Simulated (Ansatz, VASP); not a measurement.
## Two plane-wave programs on HfO2

The input POSCAR:

```
HfO2
1.0
    0.0000000000      2.5291609878      2.5291609878
    2.5291609878      0.0000000000      2.5291609878
    2.5291609878      2.5291609878      0.0000000000
Hf O
1 2
Direct
    0.0000000000      0.0000000000      0.0000000000
    0.1906917943      0.1906917943      0.3093082057
    0.7500000000      0.7500000000      0.7500000000
```

The input INCAR.step1:

```
SYSTEM = HfO2
  PREC = Accurate
  ENCUT = 520
  ISMEAR = 0
  SIGMA = 0.05
  LREAL = .FALSE.
  LASPH = .TRUE.
  NELM = 100
  NBANDS = 18
  GGA = PE
  ALGO = Normal
  EDIFF = 1E-4
  LWAVE = .TRUE.
  LCHARG = .FALSE.
```

File INCAR.step2:

```
SYSTEM = HfO2
  PREC = Accurate
  ENCUT = 520
  EDIFF = 1E-6
  ISMEAR = 0
  SIGMA = 0.05
  LREAL = .FALSE.
  LASPH = .TRUE.
  NELM = 100
  ALGO = Normal
  ISIF = 2
  LWAVE = .FALSE.
  LCHARG = .TRUE.
  METAGGA = R2SCAN
  LMIXTAU = .TRUE.
  LELF = .TRUE.
  LVHAR = .TRUE.
  NBANDS = 18
  ISTART = 1
```

KPOINTS

```
Automatic mesh
0
G
  8 8 8
  0 0 0
```

Input for Ansatz:

```yaml
crystal:
  lattice:
    - [0.0, 2.5291609878, 2.5291609878]
    - [2.5291609878, 0.0, 2.5291609878]
    - [2.5291609878, 2.5291609878, 0.0]
  atoms:
    - { symbol: Hf, position: [0.0, 0.0, 0.0] }
    - { symbol: O, position: [0.1906917943, 0.1906917943, 0.3093082057] }
    - { symbol: O, position: [0.75, 0.75, 0.75] }
basis:
  ecutwfc: 500
kpoints:
  mp_grid: { grid: [8, 8, 8] }
hamiltonian:
  xc: r2scan
scf:
  occupations: { method: gaussian, width: 0.05 }
output:
  forces: true
  stress: true
  eigenvalues: true
```

Alike in both runs: task single point; functional r2SCAN; k mesh 8 × 8 × 8; occupations gaussian, width 0.05 eV; no spin polarisation.

|  | VASP | Ansatz |
| --- | --- | --- |
| version | VASP 6.6.1 | Ansatz 0.2.0 |
| potentials or method | VASP PAW PBE potentials, release 64 (Hf_pv, O), cutoff 520 eV | scalar-relativistic, plane waves, PAW |
| valence electrons in the cell | 22 | 38 |

```csv
,VASP,Ansatz,Ansatz less VASP
gap on the k mesh at the Fermi level (eV),4.07,4.06,-0.006
least direct gap on the mesh (eV),4.07,4.06,-0.006
pressure (GPa),3.9,7.7,+3.84
"traceless stress, the component that is largest in VASP (GPa)",11.03,12.02,+0.990
rms of the force components (eV/Å),1.593,1.620,+0.0273
```

VASP's potentials were made for PBE, not for r2SCAN. Atom by atom the forces differ by 0.031 eV/Å (rms over components). The functional is the same, so the differences come from potentials, cutoffs and numerics. VASP's potentials hold 22 valence electrons a cell and Ansatz's 38, so a difference there can come from the potentials and not from the codes.

Neither program's run includes spin-orbit coupling.
